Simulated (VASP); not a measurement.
# LiF (P6_3mc) in VASP: settings compared, part 3 of 3

VASP 6.6.1. The steps go on from the part before.

### 7 Relaxation of cell and atoms, r2SCAN

This run uses another cell than the first one, of 9.75 Å³/atom.

Contents of POSCAR:

```
LiF
1.0
    3.0609398200      0.0000000000      0.0000000000
   -1.5304699100      2.6508516400      0.0000000000
    0.0000000000      0.0000000000      4.8073245700
Li F
2 2
Direct
    0.3333333300      0.6666666700      0.3811542600
    0.6666666700      0.3333333300      0.8811542600
    0.3333333300      0.6666666700      0.9938437400
    0.6666666700      0.3333333300      0.4938437400
```

Contents of INCAR.step1:

```
  ALGO = Normal
  EDIFF = 1E-4
  ENCUT = 600
  GGA = PE
  ISMEAR = 0
  LASPH = T
  LCHARG = F
  LREAL = F
  LWAVE = T
  NELM = 60
  PREC = Accurate
  SIGMA = 0.01
```

Contents of INCAR.step2:

```
  ALGO = Normal
  EDIFF = 1E-7
  EDIFFG = -0.01
  ENCUT = 600
  IBRION = 2
  ISIF = 3
  ISMEAR = 0
  ISTART = 1
  LASPH = T
  LCHARG = F
  LMIXTAU = T
  LREAL = F
  LWAVE = F
  METAGGA = R2SCAN
  NELM = 60
  NSW = 80
  PREC = Accurate
  SIGMA = 0.01
```

Contents of KPOINTS:

```
k-points
0
Gamma
  6 6 4
```

Started as:

```console
cat potpaw_PBE.64/Li_sv/POTCAR potpaw_PBE.64/F/POTCAR > POTCAR
cp INCAR.step1 INCAR
mpirun -np 1 vasp_std > vasp.out
cp INCAR.step2 INCAR
mpirun -np 1 vasp_std > vasp.out
```

Wall time 44 s (1 thread of Intel Xeon 6975P-C (Granite Rapids), shared host); peak memory 0.15 GiB.

Results (log left out):

```
Free energy                           : -23.6663 eV
Relaxed volume                        : 9.75 Å³/atom
Relaxed cell                          : a = 3.062 Å, b = 3.062 Å, c = 4.805 Å, α = 90.00°, β = 90.00°, γ = 120.00°
Space group after relaxing (to 0.1 Å) : P6_3mc (No. 186)
Energy gained by relaxing             : 0.0 meV/atom
Ionic steps                           : 2
Pressure after relaxing               : 0.0 GPa
Largest force after relaxing          : 0.003 eV/Å
Band gap on the k mesh                : 8.75 eV
```

Forces on the atoms (eV/Å):
```
Li   0.000  0.000 -0.003
Li   0.000  0.000 -0.003
F    0.000  0.000  0.003
F    0.000  0.000  0.003
```

Stress tensor (GPa, compression positive):
```
 0.08  0.00  0.00
 0.00  0.08  0.00
 0.00  0.00 -0.09
```

Final structure:
```
Li F
1.0
     3.06224    0.00000    0.00000
    -1.53112    2.65197    0.00000
     0.00000    0.00000    4.80476
Li F
2 2
Direct
  0.33333 0.66667 0.38103
  0.66667 0.33333 0.88103
  0.33333 0.66667 0.99397
  0.66667 0.33333 0.49397
```

Levels at points of the mesh, in eV from the valence-band top:
```
           k point  band 6  band 7  band 8  band 9  band 10  band 11  band 12  band 13  band 14
(0.00, 0.00, 0.00)   -0.47   -0.47   -0.15   -0.15     0.00     8.75    13.13    16.59    20.12
(0.50, 0.00, 0.00)   -1.26   -1.03   -1.02   -0.54    -0.39    12.14    13.22    16.07    16.27
(0.00, 0.00, 0.50)   -1.14   -0.31   -0.31   -0.31    -0.31    10.47    10.47    19.07    19.07
(0.50, 0.00, 0.50)   -1.79   -0.71   -0.71   -0.57    -0.57    12.13    12.13    16.14    16.14
```

Caveat: the cutoff is under 1.25 times the usual one of these potentials, so pressure, stress and relaxed cells hold a basis-set (Pulay) error; the PAW data sets were made with another functional, which shifts forces and pressure a little. A k mesh can miss the band edges.

### 8 The runs side by side

| task | level | potentials or basis | cell | cutoff (eV) | gap on the mesh (eV) | pressure (GPa) | relaxed volume (Å³/atom) | largest force (eV/Å) |
| --- | --- | --- | --- | --- | --- | --- | --- | --- |
| single point | LDA | VASP PAW LDA potentials, release 64 (Li_sv, F) | a = 3.029, b = 3.029, c = 4.659 Å, angles 90.0, 90.0, 120.0°, 4 atoms, atomic positions A | 520 | 7.82 | - | - | - |
| single point | r2SCAN+D4 | VASP PAW PBE potentials, release 64 (Li_sv, F) | a = 3.075, b = 3.075, c = 4.776 Å, angles 90.0, 90.0, 120.0°, 4 atoms, atomic positions B | 520 | 8.71 | - | - | 0.01 |
| single point | r2SCAN | VASP PAW PBE potentials, release 64 (Li_sv, F) | a = 3.081, b = 3.081, c = 4.792 Å, angles 90.0, 90.0, 120.0°, 4 atoms, atomic positions C | 520 | 8.67 | - | - | 0.01 |
| relaxation of cell and atoms | LDA | VASP PAW LDA potentials, release 64 (Li_sv, F) | relaxed from a = 3.061, b = 3.061, c = 4.807 Å, angles 90.0, 90.0, 120.0°, 4 atoms, atomic positions D | 600 | 7.86 | 0.1 | 9.16 | 0.01 |
| relaxation of cell and atoms | r2SCAN+D4 | VASP PAW PBE potentials, release 64 (Li_sv, F) | relaxed from a = 3.061, b = 3.061, c = 4.807 Å, angles 90.0, 90.0, 120.0°, 4 atoms, atomic positions D | 600 | 8.79 | 0.0 | 9.70 | 0.01 |
| relaxation of cell and atoms | r2SCAN | VASP PAW PBE potentials, release 64 (Li_sv, F) | relaxed from a = 3.061, b = 3.061, c = 4.807 Å, angles 90.0, 90.0, 120.0°, 4 atoms, atomic positions D | 600 | 8.75 | 0.0 | 9.75 | - |

Alike in all rows: no spin polarisation; k mesh 6 × 6 × 4; smearing gaussian 0.01 eV.

Caveats: the cutoff is under 1.25 times the usual one of these potentials, so pressure, stress and relaxed cells hold a basis-set (Pulay) error; the PAW data sets were made with another functional, which shifts forces and pressure a little (at least some runs).

Absolute energies hang on the potentials; compare differences alone.
